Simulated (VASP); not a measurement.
Zn3InN3, 7 atoms in the cell. Symmetry: Pm-3m, No. 221, cubic system. The conventional cell has a = 4.669 Å, b = 4.669 Å, c = 4.669 Å, α = 90.00°, β = 90.00°, γ = 90.00°. Within 3.1 Å of Zn (site symmetry 4/mmm) lie 2 In at 2.33 Å and 4 N at 2.33 Å. In (site symmetry m-3m) has 6 Zn at 2.33 Å within 3.1 Å. N (site symmetry 4/mmm) has 4 Zn at 2.33 Å within 3.1 Å. The cell was generated, and may not be a known phase.

- Program: VASP 6.6.1
- Task: single point
- Functional: PBE
- Potentials or basis: VASP PAW PBE potentials, release 64 (Zn, In_d, N)
- Cutoff: 520 eV
- k mesh: 4 × 4 × 4
- Occupations: gaussian, width 0.1 eV
- Spin: collinear spin, ferromagnetic start
- Starting moments: [0.0, 0.0, 0.0, 0.0, 1.0, 1.0, 1.0] μB
- Dipole correction: no
- Further INCAR settings: ALGO = Normal; EDIFF = 1e-06; NBANDS = 45

Potentials or basis: VASP PAW PBE potentials, release 64 (Zn, In_d, N).

Launch:

```console
$ cat potpaw_PBE.64/Zn/POTCAR potpaw_PBE.64/In_d/POTCAR potpaw_PBE.64/N/POTCAR > POTCAR
$ mpirun -np 1 vasp_std > vasp.out
```

Hardware: 1 thread of Intel(R) Xeon(R) 6975P-C (Granite Rapids), with other jobs on the host.

Task: How long does it take, and how much memory?

Result: Wall time 48 s on 1 thread of Intel(R) Xeon(R) 6975P-C (Granite Rapids), on a shared host, peak memory 0.27 GiB. Counts: scf iterations 16, k points 10.
